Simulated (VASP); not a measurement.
A run of VASP 6.6.1 is set up as follows.

INCAR

```
PREC = Accurate
ENCUT = 520
EDIFF = 1E-7
ISMEAR = 0
SIGMA = 0.05
LREAL = False
LASPH = True
NELM = 80
ALGO = Normal
ISIF = 2
LWAVE = False
LCHARG = False
GGA = PE
NBANDS = 17
```

File KPOINTS:

```
Automatic mesh
0
Gamma
  18 18 10
```

The input POSCAR:

```
Pd
1.0
    2.7633121749      0.0000000000      0.0000000000
   -1.3816560875      2.3930985420      0.0000000000
    0.0000000000      0.0000000000      4.6556770809
Pd
2
Direct
    0.3333333333      0.6666666667      0.7500000000
    0.6666666667      0.3333333333      0.2500000000
```

Potentials or basis: VASP PAW PBE potentials, release 64 (Pd).

The run is started by

```bash
$ cat potpaw_PBE.64/Pd/POTCAR > POTCAR
$ mpirun -np 1 vasp_std > vasp.out
```

Question: Estimate the band gap on the k mesh.

Answer: Zero (bands 10 and 11 overlap by 0.86 eV).

Question: What does it give for the pressure?

Answer: -0.3 GPa.

Stress tensor (GPa, compression positive):
```
-0.26  0.00  0.00
 0.00 -0.26  0.00
 0.00  0.00 -0.37
```
